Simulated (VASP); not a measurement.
# Y2C (R-3m) in VASP: single point with LDA

Aim: the single point of Y2C with LDA.

All numbers are computed with VASP 6.6.1; they aren't measurements. Logs are shortened: lines on timing, memory, paths and dates and some standing lists are left out, and cuts for length are marked.

### 1 The cell of the first run

Symmetry: R-3m, No. 166, trigonal system. Conventional cell: a = 3.625 Å, b = 3.625 Å, c = 17.964 Å, α = 90.00°, β = 90.00°, γ = 120.00°. Y (site symmetry 3m) has 3 C at 2.49 Å and 9 Y at 3.42 to 3.62 Å within 3.7 Å. C (site symmetry -3m) has 6 Y at 2.49 Å within 3.3 Å.

### 2 Single point, LDA

Contents of INCAR:

```
SYSTEM = Y2C
ALGO = Normal ; EDIFF = 1E-7
ENCUT = 520 ; GGA = CA
ISIF = 2 ; ISMEAR = -1
LASPH = .True. ; LCHARG = .False.
LREAL = .False. ; LWAVE = .False.
NBANDS = 20 ; NELM = 60
PREC = Accurate ; SIGMA = 0.05
```

Contents of KPOINTS:

```
k-points
0
Gamma
  10 10 10
  0 0 0
```

Contents of POSCAR:

```
Y2C
1.0
    1.8124150000      1.0463982881      5.9880000000
   -1.8124150000      1.0463982881      5.9880000000
    0.0000000000     -2.0927965763      5.9880000000
Y C
2 1
Direct
    0.2579300000      0.2579300000      0.2579300000
    0.7420700000      0.7420700000      0.7420700000
    0.0000000000      0.0000000000      0.0000000000
```

Potentials or basis: VASP PAW LDA potentials, release 64 (Y_sv, C).

The run is started by

```console
$ cat potpaw_LDA.64/Y_sv/POTCAR potpaw_LDA.64/C/POTCAR > POTCAR
$ mpirun -np 1 vasp_std > vasp.out
```

OUTCAR:

```text
SYSTEM = Y2C
   EDIFF = 1E-7
   ENCUT = 520
   GGA = CA
   ISIF = 2
   ISMEAR = -1
   LASPH = .True.
   LREAL = .False.
   NELM = 60
   PREC = Accurate

 ion  position               nearest neighbor table
   1  0.258  0.258  0.258-   3 2.49   3 2.49   3 2.49   2 3.42   2 3.42   2 3.42   2 3.89   2 3.89
                             2 3.89
   2  0.742  0.742  0.742-   3 2.49   3 2.49   3 2.49   1 3.42   1 3.42   1 3.42   1 3.89   1 3.89
                             1 3.89
   3  0.000  0.000  0.000-   2 2.49   2 2.49   1 2.49   1 2.49   2 2.49   1 2.49

  LATTYP: Found a trigonal (rhomboedric) cell.
 ALAT       =     6.3431807092
 COS(alpha) =     0.8367207025

  Lattice vectors:

 A1 = (   1.8124150000,   1.0463982881,   5.9880000000)
 A2 = (  -1.8124150000,   1.0463982881,   5.9880000000)
 A3 = (   0.0000000000,  -2.0927965763,   5.9880000000)

Analysis of symmetry for initial positions (statically):
=====================================================================
 Subroutine PRICEL returns:
 Original cell was already a primitive cell.

 Routine SETGRP: Setting up the symmetry group for a
 trigonal (rhombohedral) supercell.

 Subroutine GETGRP returns: Found 12 space group operations
 (whereof 12 operations were pure point group operations)
 out of a pool of 12 trial point group operations.

The static configuration has the point symmetry D_3d.

Analysis of symmetry for dynamics (positions and initial velocities):
=====================================================================
 Subroutine PRICEL returns:
 Original cell was already a primitive cell.

 Routine SETGRP: Setting up the symmetry group for a
 trigonal (rhombohedral) supercell.

 Subroutine GETGRP returns: Found 12 space group operations
 (whereof 12 operations were pure point group operations)
 out of a pool of 12 trial point group operations.

The dynamic configuration has the point symmetry D_3d.

 Subroutine INISYM returns: Found 12 space group operations
 (whereof 12 operations are pure point group operations),
 and found     1 'primitive' translations

----------------------------------------------------------------------------------------

                                     Primitive cell

  volume of cell :      68.1377

  direct lattice vectors                    reciprocal lattice vectors
     1.812415000  1.046398288  5.988000000     0.275875007  0.159276509  0.055666889
    -1.812415000  1.046398288  5.988000000    -0.275875007  0.159276509  0.055666889
     0.000000000 -2.092796576  5.988000000     0.000000000 -0.318553019  0.055666889

  length of vectors
     6.343180709  6.343180709  6.343180709     0.323380315  0.323380315  0.323380315

  position of ions in fractional coordinates (direct lattice)
     0.257930000  0.257930000  0.257930000
     0.742070000  0.742070000  0.742070000
     0.000000000  0.000000000  0.000000000

  ion indices of the primitive-cell ions
   primitive index   ion index
                 1           1
                 2           2
                 3           3

----------------------------------------------------------------------------------------

 KPOINTS: k-points

Automatic generation of k-mesh.
 Grid dimensions read from file:
 generate k-points for:   10   10   10

 Generating k-lattice:

  Cartesian coordinates                     Fractional coordinates (reciprocal lattice)
     0.027587501  0.015927651  0.005566689     0.100000000 -0.000000000  0.000000000
    -0.027587501  0.015927651  0.005566689    -0.000000000  0.100000000  0.000000000
     0.000000000 -0.031855302  0.005566689     0.000000000  0.000000000  0.100000000

  Length of vectors
     0.032338032  0.032338032  0.032338032

  Shift w.r.t. Gamma in fractional coordinates (k-lattice)
     0.000000000  0.000000000  0.000000000

 Subroutine IBZKPT returns following result:
 ===========================================

 Found    116 irreducible k-points:

 Following reciprocal coordinates:
            Coordinates               Weight
  0.000000  0.000000  0.000000      1.000000
  0.100000 -0.000000  0.000000      6.000000
  0.200000 -0.000000  0.000000      6.000000
  0.300000 -0.000000  0.000000      6.000000
  0.400000 -0.000000  0.000000      6.000000
  0.500000 -0.000000  0.000000      3.000000
[... 16 lines left out ...]
  0.300000  0.300000  0.000000      6.000000
  0.400000  0.300000  0.000000     12.000000
 [... further k-points ...]
   k-points           NKPTS =    116   k-points in BZ     NKDIM =    116   number of bands    NBANDS=     20
   number of dos      NEDOS =    301   number of ions     NIONS =      3
   total plane-waves  NPLWV = 110592
   dimension x,y,z NGX =    48 NGY =   48 NGZ =   48
   dimension x,y,z NGXF=    96 NGYF=   96 NGZF=   96
   ions per type =               2   1
   NGX,Y,Z   is equivalent  to a cutoff of  12.58, 12.58, 12.58 a.u.
   NGXF,Y,Z  is equivalent  to a cutoff of  25.16, 25.16, 25.16 a.u.
 SYSTEM =  Y2C
   PREC   = accura    normal or accurate (medium, high low for compatibility)
   ISTART =      0    job   : 0-new  1-cont  2-samecut
   ICHARG =      2    charge: 1-file 2-atom 10-const
   ISPIN  =      1    spin polarized calculation?
   LNONCOLLINEAR =      F non collinear calculations
   LSORBIT =      F    spin-orbit coupling
   LASPH  =      T    aspherical Exc in radial PAW
   ENCUT  =  520.0 eV  38.22 Ry    6.18 a.u.  11.79 11.79 11.79*2*pi/ulx,y,z
   NELM   =     60;   NELMIN=  2; NELMDL= -5     # of ELM steps
   EDIFF  = 0.1E-06   stopping-criterion for ELM
   LREAL  =      F    real-space projection
   EDIFFG = 0.1E-05   stopping-criterion for IOM
   NSW    =      0    number of steps for IOM
   IBRION =     -1    ionic relax: 0-MD 1-quasi-New 2-CG
   NFREE  =      0    steps in history (QN), initial steepest desc. (CG)
   ISIF   =      2    stress and relaxation
   ISYM   =      2    0-nonsym 1-usesym 2-fastsym
   POTIM  = 0.5000    time-step for ionic-motion
   TEBEG  =    0.0;   TEEND  =   0.0 temperature during run
   PSTRESS=    0.0 pullay stress
   NELECT =      26.0000    total number of electrons
   NUPDOWN=      -1.0000    fix difference up-down
   EMIN   =  10.00;   EMAX   =-10.00  energy-range for DOS
   EFERMI =   0.00;   METHOD = LEGACY
   ISMEAR =    -1;   SIGMA  =   0.05  broadening in eV -4-tet -1-fermi 0-gaus
   EFERMI_NEDOS =   21; number of points for ismear=-14 and -15
   IALGO  =     38    algorithm
   IMIX   =      4    mixing-type and parameters
     AMIX     =   0.40;   BMIX     =  1.00
     AMIX_MAG =   1.60;   BMIX_MAG =  1.00
  volume/ion in A,a.u.               =      22.71       153.27
  Fermi-wavevector in a.u.,A,eV,Ry     =   1.187417  2.243893 19.183669  1.409960
  Thomas-Fermi vector in A             =   2.323569
   LORBIT       =      0    0 simple, 1 ext, 2 COOP (PROOUT), +10 PAW based schemes
   GGA     = CA    functional components
   LHFCALC =     F    Hartree Fock is set to
   AEXX    =    0.0000 exact exchange contribution
   IVDW    =     0    specifies the selected vdW correction
   LEPSILON=     F    determine dielectric tensor
   LRPA    =     F    only Hartree local field effects (RPA)
 non-spin polarized calculation
  energy-cutoff  :      520.00
  volume of cell :       68.14
 maximum number of plane-waves:      1853
   NGX = 23   NGY = 23   NGZ = 23

 number of electron      26.0000000 magnetization

 Free energy of the ion-electron system (eV)
  ---------------------------------------------------
  ext. energy  EPLUGINS =         0.00000000
  ---------------------------------------------------
  free energy    TOTEN  =       -24.91571599 eV

  energy without entropy =      -24.89016551  energy(sigma->0) =      -24.90294075

 E-fermi :   3.1404     XC(G=0): -10.1009

 val. band max:        3.1281854790   @ k =  -0.4000   0.5000   0.1000
 cond. band min:       3.1441455896   @ k =  -0.2000   0.5000   0.1000
 fundamental gap:      0.0159601106
 Fermi energy:         3.1404011842

 k-point     1 :       0.0000    0.0000    0.0000
  band No.  band energies     occupation
      1     -38.6353      2.00000
      2     -38.5605      2.00000
      3     -19.1204      2.00000
      4     -18.5885      2.00000
      5     -18.5885      2.00000
      6     -18.5137      2.00000
[... 12 lines left out ...]
     19       7.2782      0.00000
     20       7.9331      0.00000

 k-point     2 :       0.1000   -0.0000    0.0000
  band No.  band energies     occupation
      1     -38.6295      2.00000
      2     -38.5583      2.00000
      3     -19.1021      2.00000
      4     -18.6370      2.00000
      5     -18.6007      2.00000
      6     -18.5573      2.00000
[... 12 lines left out ...]
     19       7.5330      0.00000
     20       8.1630      0.00000

 k-point     3 :       0.2000   -0.0000    0.0000
  band No.  band energies     occupation
      1     -38.6140      2.00000
      2     -38.5528      2.00000
      3     -19.0550      2.00000
      4     -18.7566      2.00000
      5     -18.6637      2.00000
      6     -18.6322      2.00000
[... 12 lines left out ...]
     19       7.3158      0.00000
     20       8.1549      0.00000

 k-point     4 :       0.3000   -0.0000    0.0000
  band No.  band energies     occupation
      1     -38.5933      2.00000
      2     -38.5474      2.00000
      3     -19.0156      2.00000
      4     -18.8912      2.00000
      5     -18.7662      2.00000
      6     -18.6699      2.00000
[... 12 lines left out ...]
     19       7.7169      0.00000
     20       8.0610      0.00000

 k-point     5 :       0.4000   -0.0000    0.0000
  band No.  band energies     occupation
      1     -38.5737      2.00000
      2     -38.5458      2.00000
      3     -19.0578      2.00000
      4     -18.9721      2.00000
      5     -18.7730      2.00000
      6     -18.6997      2.00000
[... 12 lines left out ...]
     19       8.0905      0.00000
     20       8.4721      0.00000

 k-point     6 :       0.5000   -0.0000    0.0000
  band No.  band energies     occupation
      1     -38.5640      2.00000
      2     -38.5475      2.00000
      3     -19.0931      2.00000
      4     -19.0012      2.00000
      5     -18.7359      2.00000
      6     -18.7109      2.00000
[... 12 lines left out ...]
     19       8.2305      0.00000
     20       8.3408      0.00000

 k-point     7 :       0.1000    0.1000    0.0000
  band No.  band energies     occupation
      1     -38.6292      2.00000
      2     -38.5586      2.00000
      3     -19.0993      2.00000
      4     -18.6350      2.00000
      5     -18.6040      2.00000
      6     -18.5612      2.00000
[... 12 lines left out ...]
     19       7.3871      0.00000
     20       8.2597      0.00000
[... 277 lines left out ...]
 k-point    20 :      -0.4000    0.2000    0.0000
  band No.  band energies     occupation
      1     -38.5579      2.00000
      2     -38.5471      2.00000
      3     -19.0436      2.00000
      4     -18.9691      2.00000
      5     -18.8470      2.00000
      6     -18.7642      2.00000
[... 12 lines left out ...]
     19       7.9984      0.00000
     20       8.6956      0.00000

 k-point    21 :      -0.3000    0.2000    0.0000
  band No.  band energies     occupation
      1     -38.5678      2.00000
      2     -38.5437      2.00000
      3     -19.0265      2.00000
      4     -18.9452      2.00000
      5     -18.8567      2.00000
      6     -18.7309      2.00000
[... 12 lines left out ...]
     19       8.4233      0.00000
     20       8.9984      0.00000

 k-point    22 :      -0.2000    0.2000    0.0000
  band No.  band energies     occupation
      1     -38.5844      2.00000
      2     -38.5442      2.00000
      3     -19.0106      2.00000
      4     -18.8882      2.00000
      5     -18.8429      2.00000
      6     -18.6776      2.00000
[... 12 lines left out ...]
     19       8.0108      0.00000
     20       9.0797      0.00000

 k-point    23 :       0.3000    0.3000    0.0000
  band No.  band energies     occupation
      1     -38.5928      2.00000
      2     -38.5479      2.00000
      3     -19.0341      2.00000
      4     -18.9300      2.00000
      5     -18.7249      2.00000
      6     -18.6878      2.00000
[... 12 lines left out ...]
     19       7.3936      0.00000
     20       8.3478      0.00000

 k-point    24 :       0.4000    0.3000    0.0000
  band No.  band energies     occupation
      1     -38.5807      2.00000
      2     -38.5454      2.00000
      3     -19.0520      2.00000
      4     -18.9816      2.00000
      5     -18.7586      2.00000
      6     -18.6975      2.00000
[... 12 lines left out ...]
     19       8.1853      0.00000
     20       8.6415      0.00000

 [... further k-points ...]

------------------------ aborting loop because EDIFF is reached ----------------------------------------

  FORCE on cell =-STRESS in cart. coord.  units (eV):
  Direction    XX          YY          ZZ          XY          YZ          ZX
  --------------------------------------------------------------------------------------
  -------------------------------------------------------------------------------------
  Total       -2.4989316     -2.4989316     -1.5569995      0.0000000      0.0000000      0.0000000
  in kB      -58.7593841    -58.7593841    -36.6109787      0.0000000      0.0000000      0.0000000
  external PRESSURE =     -51.3765823 kB  Pullay stress =       0.0000000 kB

 VOLUME and BASIS-vectors are now :
 -----------------------------------------------------------------------------
  energy-cutoff  :      520.00
  volume of cell :       68.14
      direct lattice vectors                 reciprocal lattice vectors
     1.812415000  1.046398288  5.988000000     0.275875007  0.159276509  0.055666889
    -1.812415000  1.046398288  5.988000000    -0.275875007  0.159276509  0.055666889
     0.000000000 -2.092796576  5.988000000     0.000000000 -0.318553019  0.055666889

 POSITION                                       TOTAL-FORCE (eV/Angst)
 -----------------------------------------------------------------------------------
      0.00000     -0.00000      4.63345         0.000000     -0.000000      0.696233
      0.00000     -0.00000     13.33055         0.000000      0.000000     -0.696233
      0.00000      0.00000      0.00000        -0.000000      0.000000     -0.000000
 -----------------------------------------------------------------------------------
    total drift:                                0.000000      0.000000     -0.000000

  FREE ENERGIE OF THE ION-ELECTRON SYSTEM (eV)
  ---------------------------------------------------
  free  energy   TOTEN  =       -24.9157159929 eV

  energy  without entropy=      -24.8901655149  energy(sigma->0) =      -24.90294075
```

Run time: 11 min. Hardware: 1 thread of Intel Xeon 8259CL, shared host; peak memory 0.38 GiB.

What came out:

* Free energy: -24.9157 eV
* Pressure: -5.1 GPa
* Largest force: 0.696 eV/Å
* Band gap on the k mesh: zero (bands 13 and 14 overlap by 0.29 eV)

Forces in eV/Å, atoms in the order of the input:
```
Y    0.000  0.000  0.696
Y    0.000  0.000 -0.696
C    0.000  0.000  0.000
```

Stress tensor (GPa, compression positive):
```
-5.88  0.00  0.00
 0.00 -5.88  0.00
 0.00  0.00 -3.66
```

Caveat: the cell stands under tension.
